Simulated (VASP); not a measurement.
Input of a VASP 6.6.1 run:

File INCAR:

```
SYSTEM = SiNi3
PREC = Accurate
ENCUT = 520
EDIFF = 1E-7
ISMEAR = 0
SIGMA = 0.15
LREAL = .False.
LASPH = .True.
NELM = 80
ALGO = Fast
ISIF = 2
LWAVE = .False.
LCHARG = .False.
GGA = PE
NBANDS = 63
```

Contents of KPOINTS:

```
regular mesh
0
Gamma
  13 13 5
  0 0 0
```

File POSCAR:

```
SiNi3
1.0
    0.0000000000     -3.5062596265      0.0000000000
    0.0000000000      0.0000000000     -3.5062596265
   16.5187788796      0.0000000000      0.0000000000
Si Ni
3 9
Direct
    1.0000000000      1.0000000000      0.1591836434
    1.0000000000      1.0000000000      0.3714426519
    1.0000000000      1.0000000000      0.5837016604
    0.5000000000      0.5000000000      0.5837016604
    0.5000000000      0.5000000000      0.1591836434
    0.5000000000      0.5000000000      0.3714426519
    0.0000000000      0.5000000000      0.0530541392
    0.0000000000      0.5000000000      0.2653131477
    0.0000000000      0.5000000000      0.4775721562
    0.5000000000      1.0000000000      0.0530541392
    0.5000000000      1.0000000000      0.2653131477
    0.5000000000      1.0000000000      0.4775721562
```

Potentials or basis: VASP PAW PBE potentials, release 64 (Si, Ni).

The run is started by

```bash
$ cat potpaw_PBE.64/Si/POTCAR potpaw_PBE.64/Ni/POTCAR > POTCAR
$ mpirun -np 1 vasp_std > vasp.out
```

Problem. Predict the largest force.

Solution. 0.844 eV/Å.

Problem. What does it give for the pressure?

Solution. -2.7 GPa.

Forces on the atoms (eV/Å):
```
Si  -0.621  0.000  0.000
Si  -0.256  0.000  0.000
Si  -0.844  0.000  0.000
Ni   0.500  0.000  0.000
Ni  -0.344  0.000  0.000
Ni   0.154  0.000  0.000
Ni   0.496  0.000  0.000
Ni  -0.009  0.000  0.000
Ni   0.219  0.000  0.000
Ni   0.496  0.000  0.000
Ni  -0.009  0.000  0.000
Ni   0.219  0.000  0.000
```

Caveat: the cell differs from its parent crystal (the distance across one plane changed). Spin polarisation is off, so any magnetic state and its effect on volume and gap are missing.
